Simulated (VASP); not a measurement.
A run of VASP 6.6.1:

File INCAR:

```
SYSTEM = InSb
  PREC = Accurate
  ENCUT = 520
  EDIFF = 1E-8
  ISMEAR = -1
  SIGMA = 0.05
  LREAL = .FALSE.
  LASPH = .TRUE.
  NELM = 100
  ALGO = Normal
  ISIF = 2
  LWAVE = .FALSE.
  LCHARG = .FALSE.
  GGA = PS
  LEFG = .TRUE.
  NBANDS = 16
```

File KPOINTS:

```
regular mesh
0
G
  9 9 9
  0 0 0
```

Contents of POSCAR:

```
InSb
1.0
    0.0000000000      3.2391000000      3.2391000000
    3.2391000000      0.0000000000      3.2391000000
    3.2391000000      3.2391000000      0.0000000000
In Sb
1 1
Direct
    0.0000000000      0.0000000000      0.0000000000
    0.7500000000      0.7500000000      0.7500000000
```

Potentials or basis: VASP PAW PBE potentials, release 64 (In_d, Sb).

Command:

```bash
$ cat potpaw_PBE.64/In_d/POTCAR potpaw_PBE.64/Sb/POTCAR > POTCAR
$ mpirun -np 1 vasp_std > vasp.out
```

Hardware: 1 thread of Intel(R) Xeon(R) Platinum 8259CL CPU @ 2.50GHz (Skylake/Cascade Lake), with other jobs on the host.

Question: Estimate the wall time of this run.

Answer: Wall time 34 s on 1 thread of Intel(R) Xeon(R) Platinum 8259CL CPU @ 2.50GHz (Skylake/Cascade Lake), on a shared host, peak memory 0.22 GiB. Counts: scf iterations 15, k points 35.
